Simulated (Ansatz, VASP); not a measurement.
## AlBiO4 in VASP and in Ansatz

```
Al Bi O
1.0
     4.33771    0.00000    0.00000
     0.00000    4.33771    0.00000
     0.00000    0.00000    4.33771
Al Bi O
1 1 4
Cartesian
  0.0000 0.0000 0.0000
  2.1689 2.1689 2.1689
  1.0178 1.0178 1.0178
  3.3199 3.3199 1.0178
  3.3199 1.0178 3.3199
  1.0178 3.3199 3.3199
```

Alike in both runs: functional PBE; k mesh 10 × 10 × 10; occupations gaussian, width 0.1 eV; no spin polarisation.

Ansatz relaxed the structure, and its values are those at the end. VASP's run is a single point on that final structure, the one shown.

|  | VASP | Ansatz |
| --- | --- | --- |
| version | VASP 6.6.1 | Ansatz 0.2.0 |
| potentials or method | VASP PAW PBE potentials, release 64 (Al, Bi_d, O), cutoff 520 eV | scalar-relativistic, plane waves, PAW |
| valence electrons in the cell | 42 | 42 |

```csv
,VASP,Ansatz,Ansatz less VASP
gap on the k mesh at the Fermi level (eV),none,none,-
pressure (GPa),0.2,0.0,-0.20
rms of the force components (eV/Å),0.032,0.000,-0.0319
```

A gap of «none» marks a metal or a gap that the smearing closes.

Neither program's run includes spin-orbit coupling.
